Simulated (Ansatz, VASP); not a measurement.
**CsVBr3: VASP beside Ansatz**

```
Cs V Br
1.0
     7.57000    0.00000    0.00000
    -3.78500    6.55581    0.00000
     0.00000    0.00000    6.32000
Cs V Br
2 2 6
Direct
  0.33333 0.66667 0.75000
  0.66667 0.33333 0.25000
  0.00000 0.00000 0.00000
  0.00000 0.00000 0.50000
  0.16000 0.32000 0.25000
  0.84000 0.16000 0.75000
  0.68000 0.84000 0.25000
  0.84000 0.68000 0.75000
  0.16000 0.84000 0.25000
  0.32000 0.16000 0.75000
```

Alike in both runs: task single point; functional LDA; k mesh 3 × 3 × 3; occupations gaussian, width 0.05 eV; collinear spin; Hubbard terms V d U = 4.0 eV.

|  | VASP | Ansatz |
| --- | --- | --- |
| version | VASP 6.6.1 | Ansatz 0.2.0 |
| potentials or method | VASP PAW LDA potentials, release 64 (Cs_sv, V_sv, Br), cutoff 520 eV | scalar-relativistic, plane waves, PAW |
| valence electrons in the cell | 86 | 86 |

|  | VASP | Ansatz | Ansatz less VASP |
| --- | --- | --- | --- |
| gap on the k mesh at the Fermi level (eV) | 3.34 | 3.18 | -0.157 |
| least direct gap on the mesh (eV) | 3.38 | 3.33 | -0.044 |
| pressure (GPa) | -1.1 | -1.6 | -0.49 |
| traceless stress, the component that is largest in VASP (GPa) | 0.04 | -0.11 | -0.154 |
| rms of the force components (eV/Å) | 0.028 | 0.024 | -0.0036 |
| net moment per atom (μB) | 0.00 | 0.00 | 0.000 |
| size of the moment on the site where the two differ most (μB) | 2.65 | 0.93 | -1.717 |

LDA's correlation is that of Perdew and Zunger in VASP and of Perdew and Wang (1992) in Ansatz. Site moments also hang on the region over which each program counts them. The programs project onto different local orbitals, so the same U acts differently, and such runs can settle in different states. Atom by atom the forces differ by 0.052 eV/Å (rms over components). Ansatz's warnings: specified occupation not kept, symmetry narrowed by occupation matrices.

Neither program's run includes spin-orbit coupling.
